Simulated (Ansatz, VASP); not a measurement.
One calculation of BP, two programs

The input INCAR:

```
SYSTEM = BP
  ALGO = Normal
  EDIFF = 1E-7
  ENCUT = 520
  ISIF = 2
  ISMEAR = -1
  LASPH = .True.
  LCHARG = .True.
  LELF = .True.
  LREAL = .False.
  LVHAR = .True.
  LWAVE = .False.
  NBANDS = 11
  NELM = 80
  PREC = Accurate
  SIGMA = 0.08
```

KPOINTS

```
k-points
0
Gamma
  12 12 12
  0 0 0
```

The input POSCAR:

```
BP
1.0
    0.0000000000      2.2916900000      2.2690000000
    2.2916900000      0.0000000000      2.2690000000
    2.2916900000      2.2916900000      0.0000000000
B P
1 1
Direct
    0.0000000000      0.0000000000      0.0000000000
    0.7500000000      0.7500000000      0.7500000000
```

Input for Ansatz:

```yaml
crystal:
  lattice:
    - [0.0, 2.29169, 2.269]
    - [2.29169, 0.0, 2.269]
    - [2.29169, 2.29169, 0.0]
  atoms:
    - { symbol: B, position: [0.0, 0.0, 0.0] }
    - { symbol: P, position: [0.75, 0.75, 0.75] }
kpoints:
  mp_grid: { grid: [12, 12, 12] }
  band_path:
    path:
      - [0.0, 0.0, 0.0]
      - [0.0, 0.5, 0.5]
      - [0.25, 0.75, 0.5]
      - [0.0, 0.5, 0.0]
      - [0.0, 0.0, 0.0]
      - [0.5, 0.5, 0.0]
      - [0.3775125, 0.6224875, 0.0]
      - [-0.3775125, 0.3775125, 0.0]
      - [0.0, 0.0, 0.0]
    npoints: 5
scf:
  occupations: { method: fermi_dirac, width: 0.08 }
hamiltonian:
  xc: lda
  pseudopotentials: { kind: all_electron, lapw: { basis_error: 0.0005 } }
output:
  forces: true
  stress: true
  eigenvalues: true
```

Change from the starting cell: equal xx and yy strain of +1 %.

Alike in both runs: task single point; functional LDA; k mesh 12 × 12 × 12; occupations fermi-dirac, width 0.08 eV; no spin polarisation.

|  | VASP | Ansatz |
| --- | --- | --- |
| version | VASP 6.6.1 | Ansatz 0.2.0 |
| potentials or method | VASP PAW LDA potentials, release 64 (B, P), cutoff 520 eV | all-electron LAPW, scalar-relativistic |

|  | VASP | Ansatz | Ansatz less VASP |
| --- | --- | --- | --- |
| pressure (GPa) | -8.3 | -8.2 | +0.07 |
| traceless stress, the component that is largest in VASP (GPa) | 1.72 | 1.72 | -0.001 |

LDA's correlation is that of Perdew and Zunger in VASP and of Perdew and Wang (1992) in Ansatz. Ansatz ran all-electron here, and VASP with PAW potentials.
